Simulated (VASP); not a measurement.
# Ni (Fm-3m) in VASP: a series of runs

Ni is run at these levels: PBEsol; tasks: single point.

Program: VASP 6.6.1. These are calculated values, not measurements. Logs are shortened: lines on timing, memory, paths and dates and some standing lists are left out, and cuts for length are marked.

### Step 1. The cell of the first run

Symmetry: Fm-3m, No. 225, cubic system. The conventional cell has a = 3.463 Å, b = 3.463 Å, c = 3.463 Å, α = 90.00°, β = 90.00°, γ = 90.00°. Within 3.2 Å of Ni (site symmetry m-3m) lie 12 Ni at 2.45 Å.

### Step 2. Single point, PBEsol

Contents of INCAR:

```
SYSTEM = Ni
PREC = Accurate ; ENCUT = 520
EDIFF = 1E-6 ; ISMEAR = 0
SIGMA = 0.05 ; LREAL = .False.
LASPH = .True. ; NELM = 100
ALGO = Normal ; ISIF = 2
LWAVE = .False. ; LCHARG = .True.
GGA = PS ; LELF = .True.
LVHAR = .True. ; NBANDS = 11
```

Contents of KPOINTS:

```
regular mesh
0
Gamma
  20 20 20
  0 0 0
```

Contents of POSCAR:

```
Ni
1.0
    0.0000000000      1.7315663749      1.7315663749
    1.7315663749      0.0000000000      1.7315663749
    1.7315663749      1.7315663749      0.0000000000
Ni
1
Direct
    0.0000000000      0.0000000000      0.0000000000
```

Potentials or basis: VASP PAW PBE potentials, release 64 (Ni).

Started as:

```console
> cat potpaw_PBE.64/Ni/POTCAR > POTCAR
> mpirun -np 1 vasp_std > vasp.out
```

OUTCAR:

```text
SYSTEM = Ni
   PREC = Accurate
   ENCUT = 520
   EDIFF = 1E-6
   ISMEAR = 0
   LREAL = .False.
   LASPH = .True.
   NELM = 100
   ISIF = 2
   GGA = PS

 ion  position               nearest neighbor table
   1  0.000  0.000  0.000-

  LATTYP: Found a face centered cubic cell.
 ALAT       =     3.4631327498

  Lattice vectors:

 A1 = (   0.0000000000,   1.7315663749,   1.7315663749)
 A2 = (   1.7315663749,   0.0000000000,   1.7315663749)
 A3 = (   1.7315663749,   1.7315663749,   0.0000000000)

Analysis of symmetry for initial positions (statically):
=====================================================================
 Subroutine PRICEL returns:
 Original cell was already a primitive cell.

 Routine SETGRP: Setting up the symmetry group for a
 face centered cubic supercell.

 Subroutine GETGRP returns: Found 48 space group operations
 (whereof 48 operations were pure point group operations)
 out of a pool of 48 trial point group operations.

The static configuration has the point symmetry O_h .

Analysis of symmetry for dynamics (positions and initial velocities):
=====================================================================
 Subroutine PRICEL returns:
 Original cell was already a primitive cell.

 Routine SETGRP: Setting up the symmetry group for a
 face centered cubic supercell.

 Subroutine GETGRP returns: Found 48 space group operations
 (whereof 48 operations were pure point group operations)
 out of a pool of 48 trial point group operations.

The dynamic configuration has the point symmetry O_h .

 Subroutine INISYM returns: Found 48 space group operations
 (whereof 48 operations are pure point group operations),
 and found     1 'primitive' translations

----------------------------------------------------------------------------------------

                                     Primitive cell

  volume of cell :      10.3836

  direct lattice vectors                    reciprocal lattice vectors
     0.000000000  1.731566375  1.731566375    -0.288755896  0.288755896  0.288755896
     1.731566375  0.000000000  1.731566375     0.288755896 -0.288755896  0.288755896
     1.731566375  1.731566375  0.000000000     0.288755896  0.288755896 -0.288755896

  length of vectors
     2.448804652  2.448804652  2.448804652     0.500139883  0.500139883  0.500139883

  position of ions in fractional coordinates (direct lattice)
     0.000000000  0.000000000  0.000000000

  ion indices of the primitive-cell ions
   primitive index   ion index
                 1           1

----------------------------------------------------------------------------------------

 KPOINTS: regular mesh

Automatic generation of k-mesh.
 Grid dimensions read from file:
 generate k-points for:   20   20   20

 Generating k-lattice:

  Cartesian coordinates                     Fractional coordinates (reciprocal lattice)
    -0.014437795  0.014437795  0.014437795     0.050000000  0.000000000  0.000000000
     0.014437795 -0.014437795  0.014437795     0.000000000  0.050000000  0.000000000
     0.014437795  0.014437795 -0.014437795     0.000000000  0.000000000  0.050000000

  Length of vectors
     0.025006994  0.025006994  0.025006994

  Shift w.r.t. Gamma in fractional coordinates (k-lattice)
     0.000000000  0.000000000  0.000000000

 Subroutine IBZKPT returns following result:
 ===========================================

 Found    256 irreducible k-points:

 Following reciprocal coordinates:
            Coordinates               Weight
  0.000000  0.000000  0.000000      1.000000
  0.050000  0.000000  0.000000      8.000000
  0.100000  0.000000  0.000000      8.000000
  0.150000  0.000000  0.000000      8.000000
  0.200000  0.000000  0.000000      8.000000
  0.250000  0.000000  0.000000      8.000000
[... 16 lines left out ...]
 -0.400000  0.050000  0.000000     24.000000
 -0.350000  0.050000  0.000000     24.000000
 [... further k-points ...]
   k-points           NKPTS =    256   k-points in BZ     NKDIM =    256   number of bands    NBANDS=     11
   number of dos      NEDOS =    301   number of ions     NIONS =      1
   total plane-waves  NPLWV =   5832
   dimension x,y,z NGX =    18 NGY =   18 NGZ =   18
   dimension x,y,z NGXF=    36 NGYF=   36 NGZF=   36
   ions per type =               1
   NGX,Y,Z   is equivalent  to a cutoff of  12.22, 12.22, 12.22 a.u.
   NGXF,Y,Z  is equivalent  to a cutoff of  24.44, 24.44, 24.44 a.u.
 SYSTEM =  Ni
   PREC   = accura    normal or accurate (medium, high low for compatibility)
   ISTART =      0    job   : 0-new  1-cont  2-samecut
   ICHARG =      2    charge: 1-file 2-atom 10-const
   ISPIN  =      1    spin polarized calculation?
   LNONCOLLINEAR =      F non collinear calculations
   LSORBIT =      F    spin-orbit coupling
   LASPH  =      T    aspherical Exc in radial PAW
   ENCUT  =  520.0 eV  38.22 Ry    6.18 a.u.   4.55  4.55  4.55*2*pi/ulx,y,z
   NELM   =    100;   NELMIN=  2; NELMDL= -5     # of ELM steps
   EDIFF  = 0.1E-05   stopping-criterion for ELM
   LREAL  =      F    real-space projection
   EDIFFG = 0.1E-04   stopping-criterion for IOM
   NSW    =      0    number of steps for IOM
   IBRION =     -1    ionic relax: 0-MD 1-quasi-New 2-CG
   NFREE  =      0    steps in history (QN), initial steepest desc. (CG)
   ISIF   =      2    stress and relaxation
   ISYM   =      2    0-nonsym 1-usesym 2-fastsym
   POTIM  = 0.5000    time-step for ionic-motion
   TEBEG  =    0.0;   TEEND  =   0.0 temperature during run
   PSTRESS=    0.0 pullay stress
   NELECT =      10.0000    total number of electrons
   NUPDOWN=      -1.0000    fix difference up-down
   EMIN   =  10.00;   EMAX   =-10.00  energy-range for DOS
   EFERMI =   0.00;   METHOD = LEGACY
   ISMEAR =     0;   SIGMA  =   0.05  broadening in eV -4-tet -1-fermi 0-gaus
   EFERMI_NEDOS =   21; number of points for ismear=-14 and -15
   IALGO  =     38    algorithm
   IMIX   =      4    mixing-type and parameters
     AMIX     =   0.40;   BMIX     =  1.00
     AMIX_MAG =   1.60;   BMIX_MAG =  1.00
  volume/ion in A,a.u.               =      10.38        70.07
  Fermi-wavevector in a.u.,A,eV,Ry     =   1.616686  3.055094 35.561190  2.613674
  Thomas-Fermi vector in A             =   2.711232
   LORBIT       =      0    0 simple, 1 ext, 2 COOP (PROOUT), +10 PAW based schemes
   GGA     = PS    functional components
   LHFCALC =     F    Hartree Fock is set to
   AEXX    =    0.0000 exact exchange contribution
   IVDW    =     0    specifies the selected vdW correction
   LEPSILON=     F    determine dielectric tensor
   LRPA    =     F    only Hartree local field effects (RPA)
 non-spin polarized calculation
 Gauss-broadening in eV      SIGMA  =   0.05
  energy-cutoff  :      520.00
  volume of cell :       10.38
 maximum number of plane-waves:       295
   NGX =  9   NGY =  9   NGZ =  9

 number of electron      10.0000000 magnetization

 number of electron       9.9999994 magnetization

 Free energy of the ion-electron system (eV)
  ---------------------------------------------------
  ext. energy  EPLUGINS =         0.00000000
  ---------------------------------------------------
  free energy    TOTEN  =        -6.08669024 eV

  energy without entropy =       -6.08180177  energy(sigma->0) =       -6.08424601

 E-fermi :   9.6660     XC(G=0): -13.7138

 val. band max:        9.6656294374   @ k =  -0.4500   0.2500   0.0500
 cond. band min:       9.6661742782   @ k =   0.4500   0.1000   0.0000
 fundamental gap:      0.0005448408
 Fermi energy:         9.6660273547

 k-point     1 :       0.0000    0.0000    0.0000
  band No.  band energies     occupation
      1       0.4672      2.00000
      2       7.6878      2.00000
      3       7.6878      2.00000
      4       7.6878      2.00000
      5       8.8889      2.00000
      6       8.8889      2.00000
      7      33.8991      0.00000
      8      38.1620      0.00000
      9      38.1620      0.00000
     10      38.1620      0.00000
     11      41.3066      0.00000

 k-point     2 :       0.0500    0.0000    0.0000
  band No.  band energies     occupation
      1       0.5688      2.00000
      2       7.6584      2.00000
      3       7.7120      2.00000
      4       7.7120      2.00000
      5       8.8781      2.00000
      6       8.8781      2.00000
      7      33.6453      0.00000
      8      36.7678      0.00000
      9      37.9357      0.00000
     10      37.9357      0.00000
     11      41.6426      0.00000

 k-point     3 :       0.1000    0.0000    0.0000
  band No.  band energies     occupation
      1       0.8699      2.00000
      2       7.5765      2.00000
      3       7.7771      2.00000
      4       7.7771      2.00000
      5       8.8532      2.00000
      6       8.8532      2.00000
      7      32.3368      0.00000
      8      35.3718      0.00000
      9      37.4518      0.00000
     10      37.4518      0.00000
     11      42.3838      0.00000

 k-point     4 :       0.1500    0.0000    0.0000
  band No.  band energies     occupation
      1       1.3588      2.00000
      2       7.4616      2.00000
      3       7.8581      2.00000
      4       7.8581      2.00000
      5       8.8384      2.00000
      6       8.8384      2.00000
      7      29.9670      0.00000
      8      34.8723      0.00000
      9      36.9365      0.00000
     10      36.9365      0.00000
     11      42.2855      0.00000

 k-point     5 :       0.2000    0.0000    0.0000
  band No.  band energies     occupation
      1       2.0120      2.00000
      2       7.3464      2.00000
      3       7.9134      2.00000
      4       7.9134      2.00000
      5       8.8731      2.00000
      6       8.8731      2.00000
      7      27.3710      0.00000
      8      34.5070      0.00000
      9      36.4770      0.00000
     10      36.4770      0.00000
     11      42.3926      0.00000
[... 211 lines left out ...]
 k-point    21 :       0.5000    0.0500    0.0000
  band No.  band energies     occupation
      1       5.0230      2.00000
      2       7.5962      2.00000
      3       7.6892      2.00000
      4       8.8392      2.00000
      5       9.6743      0.81483
      6      10.2834      0.00000
      7      16.1460      0.00000
      8      31.9436      0.00000
      9      34.4645      0.00000
     10      34.5638      0.00000
     11      39.1556      0.00000

 k-point    22 :      -0.4500    0.0500    0.0000
  band No.  band energies     occupation
      1       5.0064      2.00000
      2       7.6076      2.00000
      3       7.6900      2.00000
      4       8.7844      2.00000
      5       9.6206      1.80071
      6      10.2309      0.00000
      7      16.3566      0.00000
      8      31.8685      0.00000
      9      34.2998      0.00000
     10      35.0270      0.00000
     11      38.7447      0.00000

 k-point    23 :      -0.4000    0.0500    0.0000
  band No.  band energies     occupation
      1       4.8680      2.00000
      2       7.6530      2.00000
      3       7.7240      2.00000
      4       8.3285      2.00000
      5       9.4923      2.00000
      6       9.9249      0.00000
      7      17.6257      0.00000
      8      31.8967      0.00000
      9      34.2990      0.00000
     10      35.7811      0.00000
     11      38.5150      0.00000

 k-point    24 :      -0.3500    0.0500    0.0000
  band No.  band energies     occupation
      1       4.5235      2.00000
      2       7.7164      2.00000
      3       7.7463      2.00000
      4       7.7862      2.00000
      5       9.3076      2.00000
      6       9.6582      1.17622
      7      19.4841      0.00000
      8      32.0202      0.00000
      9      34.5452      0.00000
     10      36.6524      0.00000
     11      38.5225      0.00000

 [... further k-points ...]

------------------------ aborting loop because EDIFF is reached ----------------------------------------

  FORCE on cell =-STRESS in cart. coord.  units (eV):
  Direction    XX          YY          ZZ          XY          YZ          ZX
  --------------------------------------------------------------------------------------
  -------------------------------------------------------------------------------------
  Total       -0.0938248     -0.0938248     -0.0938248      0.0000000      0.0000000     -0.0000000
  in kB      -14.4770752    -14.4770752    -14.4770752      0.0000000      0.0000000     -0.0000000
  external PRESSURE =     -14.4770752 kB  Pullay stress =       0.0000000 kB

 VOLUME and BASIS-vectors are now :
 -----------------------------------------------------------------------------
  energy-cutoff  :      520.00
  volume of cell :       10.38
      direct lattice vectors                 reciprocal lattice vectors
     0.000000000  1.731566375  1.731566375    -0.288755896  0.288755896  0.288755896
     1.731566375  0.000000000  1.731566375     0.288755896 -0.288755896  0.288755896
     1.731566375  1.731566375  0.000000000     0.288755896  0.288755896 -0.288755896

 POSITION                                       TOTAL-FORCE (eV/Angst)
 -----------------------------------------------------------------------------------
      0.00000      0.00000      0.00000         0.000000      0.000000      0.000000
 -----------------------------------------------------------------------------------
    total drift:                               -0.000000      0.000000      0.000000

  FREE ENERGIE OF THE ION-ELECTRON SYSTEM (eV)
  ---------------------------------------------------
  free  energy   TOTEN  =        -6.0866902387 eV

  energy  without entropy=       -6.0818017727  energy(sigma->0) =       -6.08424601
```

Wall time 19 s (1 thread of Intel Xeon Platinum 8259CL at 2.50GHz (Skylake/Cascade Lake), shared host); peak memory 0.14 GiB.

Results:

| Property | Result |
| --- | --- |
| Free energy | -6.0867 eV |
| Pressure | -1.4 GPa |
| Band gap on the k mesh | zero (band 5 reaches 9.86 eV, above the bottom of band 6 at 8.84 eV) |

Caveat: the PAW data sets were made with another functional, which shifts forces and pressure a little; the run has no spin polarisation, though such a crystal can be magnetic. Spin polarisation is off, so any magnetic state and its effect on volume and gap are missing.

### Step 3. Single point, PBEsol, collinear spin, ferromagnetic start

This run uses another cell than the first one, of 10.17 Å³/atom, 0.979 times its volume.

Contents of INCAR:

```
  PREC = Accurate
  ENCUT = 520
  EDIFF = 1E-7
  ISMEAR = 0
  SIGMA = 0.05
  LREAL = False
  LASPH = True
  NELM = 150
  ALGO = Normal
  ISIF = 2
  LWAVE = False
  LCHARG = False
  ISPIN = 2
  MAGMOM = 0.75
  LORBIT = 11
  LMAXMIX = 4
  GGA = PS
  NBANDS = 15
```

Contents of KPOINTS:

```
Automatic mesh
0
Gamma
  20 20 20
```

Contents of POSCAR:

```
Ni
1.0
    0.0000000000      1.7196339475      1.7196339475
    1.7196339475      0.0000000000      1.7196339475
    1.7196339475      1.7196339475      0.0000000000
Ni
1
Direct
    0.0000000000      0.0000000000      0.0000000000
```

Potentials or basis: VASP PAW PBE potentials, release 64 (Ni).

Started as:

```console
> cat potpaw_PBE.64/Ni/POTCAR > POTCAR
> mpirun -np 1 vasp_std > vasp.out
```

Wall time 70 s (1 thread of Intel Xeon Platinum 8259CL at 2.50GHz (Skylake/Cascade Lake), shared host); peak memory 0.17 GiB.

Results (log left out):

```
Free energy                                           : -6.1337 eV
Pressure                                              : 4.8 GPa
Net moment                                            : 0.62 μB per cell
Site moments                                          : Ni +0.62 μB
Valence electrons inside the program's atomic spheres : Ni 9.44
```

Levels at points of the mesh, in eV from the Fermi level:
Spin up:
| k point | band 3 | band 4 | band 5 | band 6 | band 7 | band 8 |
| --- | --- | --- | --- | --- | --- | --- |
| (0.00, 0.00, 0.00) | -2.61 | -2.61 | -1.32 | -1.32 | 24.26 | 28.63 |
| (0.50, 0.00, 0.00) | -2.61 | -0.58 | -0.58 | -0.47 | 6.13 | 22.72 |
| (0.50, 0.50, 0.00) | -0.53 | -0.42 | -0.42 | 2.43 | 9.80 | 15.40 |
Spin down:
| k point | band 1 | band 2 | band 3 | band 4 | band 5 | band 6 | band 7 | band 8 | band 9 | band 10 |
| --- | --- | --- | --- | --- | --- | --- | --- | --- | --- | --- |
| (0.00, 0.00, 0.00) | -9.55 | -1.90 | -1.90 | -1.90 | -0.72 | -0.72 | 24.16 | 28.63 | 28.63 | 28.63 |
| (0.50, 0.00, 0.00) | -4.83 | -2.00 | -2.00 | -0.50 | 0.16 | 0.16 | 6.56 | 22.62 | 25.89 | 25.89 |
| (0.50, 0.50, 0.00) | -4.74 | -3.99 | 0.10 | 0.40 | 0.40 | 2.42 | 10.08 | 15.43 | 15.43 | 20.76 |

Caveat: the PAW data sets were made with another functional, which shifts forces and pressure a little.

[end of part 1 of 2]
